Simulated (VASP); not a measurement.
# La (P6_3/mmc) in VASP: further runs, part 2 of 2

VASP 6.6.1. Earlier steps stand in the parts before.

**3. Single point, LDA**

This run uses another cell than the first one, of 16.05 Å³/atom, 0.973 times its volume.

Contents of INCAR:

```
SYSTEM = La
ALGO = Normal
EDIFF = 1E-7
ENCUT = 520
ISIF = 2
ISMEAR = -1
LASPH = .TRUE.
LCHARG = .TRUE.
LELF = .TRUE.
LREAL = .FALSE.
LVHAR = .TRUE.
LWAVE = .FALSE.
NBANDS = 18
NELM = 60
PREC = Accurate
SIGMA = 0.1
```

Contents of KPOINTS:

```
k-points
0
G
  16 16 9
  0 0 0
```

Contents of POSCAR:

```
La
1.0
    2.7986920731      0.0000000000      0.0000000000
   -1.3993460366      2.4237384327      0.0000000000
    0.0000000000      0.0000000000      4.7314151489
La
2
Direct
    0.3333333333      0.6666666667      0.2500000000
    0.6666666667      0.3333333333      0.7500000000
```

Potentials or basis: VASP PAW LDA potentials, release 64 (La).

Run with:

```console
> cat potpaw_LDA.64/La/POTCAR > POTCAR
> mpirun -np 1 vasp_std > vasp.out
```

OUTCAR:

```text
SYSTEM = La
   EDIFF = 1E-7
   ENCUT = 520
   ISIF = 2
   ISMEAR = -1
   LASPH = .TRUE.
   LREAL = .FALSE.
   NELM = 60
   PREC = Accurate

 ion  position               nearest neighbor table
   1  0.333  0.667  0.250-   2 2.86   2 2.86   2 2.86   2 2.86   2 2.86   2 2.86
   2  0.667  0.333  0.750-   1 2.86   1 2.86   1 2.86   1 2.86   1 2.86   1 2.86

  LATTYP: Found a hexagonal cell.
 ALAT       =     2.7986920731
 C/A-ratio  =     1.6905808232

  Lattice vectors:

 A1 = (   2.7986920731,   0.0000000000,   0.0000000000)
 A2 = (  -1.3993460366,   2.4237384327,   0.0000000000)
 A3 = (   0.0000000000,   0.0000000000,   4.7314151489)

Analysis of symmetry for initial positions (statically):
=====================================================================
 Subroutine PRICEL returns:
 Original cell was already a primitive cell.

 Routine SETGRP: Setting up the symmetry group for a
 hexagonal supercell.

 Subroutine GETGRP returns: Found 24 space group operations
 (whereof 12 operations were pure point group operations)
 out of a pool of 24 trial point group operations.

The static configuration has the point symmetry D_3d.
 The point group associated with its full space group is D_6h.

[... 160 lines left out ...]

 E-fermi :  19.5258     XC(G=0): -13.6850

 val. band max:       19.5025221962   @ k =   0.3125   0.3125   0.2222
 cond. band min:      19.5345448544   @ k =   0.1250   0.0625   0.0000
 fundamental gap:      0.0320226583
 Fermi energy:        19.5258067615

 k-point     1 :       0.0000    0.0000    0.0000
  band No.  band energies     occupation
      1     -15.3748      2.00000
      2     -12.7296      2.00000
      3      -1.8571      2.00000
      4       6.8582      2.00000
      5       6.8582      2.00000
      6       7.5161      2.00000
[... 481 lines left out ...]
      5       1.0682      2.00000
      6       3.5146      2.00000
[... 10 lines left out ...]
     17      22.9795      0.00000
     18      22.9916      0.00000

 [... further k-points ...]

------------------------ aborting loop because EDIFF is reached ----------------------------------------

  FORCE on cell =-STRESS in cart. coord.  units (eV):
  Direction    XX          YY          ZZ          XY          YZ          ZX
  --------------------------------------------------------------------------------------
  -------------------------------------------------------------------------------------
  Total       18.3938191     18.3938191     18.4012647     -0.0000000     -0.0000000      0.0000000
  in kB      918.2280813    918.2280813    918.5997688     -0.0000000     -0.0000000      0.0000000
  external PRESSURE =     918.3519771 kB  Pullay stress =       0.0000000 kB

 VOLUME and BASIS-vectors are now :
 -----------------------------------------------------------------------------
  energy-cutoff  :      520.00
  volume of cell :       32.09
      direct lattice vectors                 reciprocal lattice vectors
     2.798692073  0.000000000  0.000000000     0.357309763  0.206292888  0.000000000
    -1.399346037  2.423738433  0.000000000     0.000000000  0.412585775  0.000000000
     0.000000000  0.000000000  4.731415149     0.000000000  0.000000000  0.211353257

 POSITION                                       TOTAL-FORCE (eV/Angst)
 -----------------------------------------------------------------------------------
     -0.00000      1.61583      1.18285         0.000000      0.000000      0.000000
      1.39935      0.80791      3.54856        -0.000000     -0.000000      0.000000
 -----------------------------------------------------------------------------------
    total drift:                               -0.000000      0.000000     -0.000000

  FREE ENERGIE OF THE ION-ELECTRON SYSTEM (eV)
  ---------------------------------------------------
  free  energy   TOTEN  =        -6.7451407287 eV

  energy  without entropy=       -6.6982651359  energy(sigma->0) =       -6.72170293
```

OSZICAR:

```text
N       E                     dE             d eps       ncg     rms          rms(c)
DAV:   1     0.210542723530E+03    0.21054E+03   -0.75726E+03  5760   0.193E+03
DAV:   2     0.246325056866E+02   -0.18591E+03   -0.18136E+03  7728   0.354E+02
DAV:   3    -0.510474213744E+01   -0.29737E+02   -0.28096E+02  9348   0.153E+02
DAV:   4    -0.739271662521E+01   -0.22880E+01   -0.22513E+01 10594   0.346E+01
DAV:   5    -0.752497540442E+01   -0.13226E+00   -0.13201E+00  9194   0.844E+00    0.153E+01
DAV:   6    -0.701608638077E+01    0.50889E+00   -0.29442E-01 10682   0.461E+00    0.869E+00
DAV:   7    -0.674488452516E+01    0.27120E+00   -0.15087E-01  9670   0.258E+00    0.834E-01
DAV:   8    -0.674489481321E+01   -0.10288E-04   -0.25118E-02 10208   0.142E+00    0.183E-01
DAV:   9    -0.674522697520E+01   -0.33216E-03   -0.19609E-03  9496   0.418E-01    0.109E-01
DAV:  10    -0.674514224391E+01    0.84731E-04   -0.17514E-04 10136   0.155E-01    0.297E-02
DAV:  11    -0.674514165093E+01    0.59298E-06   -0.13036E-05  8696   0.385E-02    0.102E-02
DAV:  12    -0.674514070640E+01    0.94453E-06   -0.42709E-06 10128   0.234E-02    0.118E-03
DAV:  13    -0.674514072873E+01   -0.22330E-07   -0.28637E-07  8176   0.365E-03
   1 F= -.67451407E+01 E0= -.67217029E+01  d E =-.468756E-01
```

stdout:

```text
POSCAR found type information on POSCAR La
 POSCAR found :  1 types and       2 ions
 scaLAPACK will be used
 LDA part: xc-table for (Slater(with rela. corr.)+CA(PZ))
 , standard interpolation
 POSCAR, INCAR and KPOINTS ok, starting setup
 FFT: planning ... GRIDC
 FFT: planning ... GRID_SOFT
 FFT: planning ... GRID
 WAVECAR not read
 entering main loop
```

Wall time 71 s (1 thread of AMD EPYC 9R45 (Zen 5), shared host); peak memory 0.18 GiB.

What came out:

```
Free energy            : -6.7451 eV
Pressure               : 91.8 GPa
Band gap on the k mesh : zero (band 11 reaches 21.29 eV, above the bottom of band 12 at 16.83 eV)
```

Caveat: spin-orbit coupling is left out, which moves the levels of the heavy elements.

**4. Single point, LDA**

This run uses another cell than the first one, of 16.02 Å³/atom, 0.972 times its volume.

Contents of INCAR:

```
  ALGO = Normal
  EDIFF = 1E-6
  ENCUT = 520
  ISIF = 2
  ISMEAR = -1
  LASPH = True
  LCHARG = False
  LREAL = False
  LWAVE = False
  NBANDS = 18
  NELM = 100
  PREC = Accurate
  SIGMA = 0.1
```

Contents of KPOINTS:

```
k-points
0
Gamma
  16 16 9
```

Contents of POSCAR:

```
La
1.0
    2.7973804766      0.0000000000      0.0000000000
   -1.3986902383      2.4226025568      0.0000000000
    0.0000000000      0.0000000000      4.7285856860
La
2
Direct
    0.3333333333      0.6666666667      0.2500000000
    0.6666666667      0.3333333333      0.7500000000
```

Run with:

```console
> cat potpaw_LDA.64/La/POTCAR > POTCAR
> mpirun -np 1 vasp_std > vasp.out
```

Run time: 67 s. Hardware: 1 thread of AMD EPYC 9R45 (Zen 5), shared host; peak memory 0.18 GiB.

It converged, with:

```yaml
Free_energy: -6.7168 eV
Pressure: 92.5 GPa
Band_gap_on_the_k_mesh: zero (band 11 reaches 21.32 eV, above the bottom of band 12 at 16.85 eV)
```

Stress tensor (GPa, compression positive):
```
92.45  0.00  0.00
 0.00 92.45  0.00
 0.00  0.00 92.56
```

Levels at points of the mesh, in eV from the Fermi level:
```csv
k point,band 7,band 8,band 9,band 10,band 11,band 12,band 13,band 14,band 15,band 16
"(0.00, 0.00, 0.00)",-11.46,-11.46,-1.96,-0.24,1.18,1.30,1.60,1.60,1.71,2.50
"(0.50, 0.00, 0.00)",-14.99,-13.05,-4.86,-2.88,-1.13,1.07,1.45,1.97,3.09,3.14
```

Caveat: spin-orbit coupling is left out, which moves the levels of the heavy elements.

**5. Summary**

| task | cell | cutoff (eV) | gap on the mesh (eV) | pressure (GPa) |
| --- | --- | --- | --- | --- |
| relaxation of cell and atoms | relaxed to 92 GPa from a = 2.865, b = 2.865, c = 4.641 Å, angles 90.0, 90.0, 120.0°, 2 atoms | 600 | none | 92.0 |
| single point | a = 2.799, b = 2.799, c = 4.731 Å, angles 90.0, 90.0, 120.0°, 2 atoms | 520 | none | 91.8 |
| single point | a = 2.797, b = 2.797, c = 4.729 Å, angles 90.0, 90.0, 120.0°, 2 atoms | 520 | none | 92.5 |

Alike in all rows: level LDA; potentials or basis VASP PAW LDA potentials, release 64 (La); no spin polarisation; k mesh 16 × 16 × 9; smearing fermi-dirac 0.1 eV.

Caveats: spin-orbit coupling is left out, which moves the levels of the heavy elements; the cell is relaxed towards a set pressure, so the enthalpy falls and the energy may rise (some runs).

Total energies depend on the potentials used, so only differences within one code and one set of settings carry meaning.
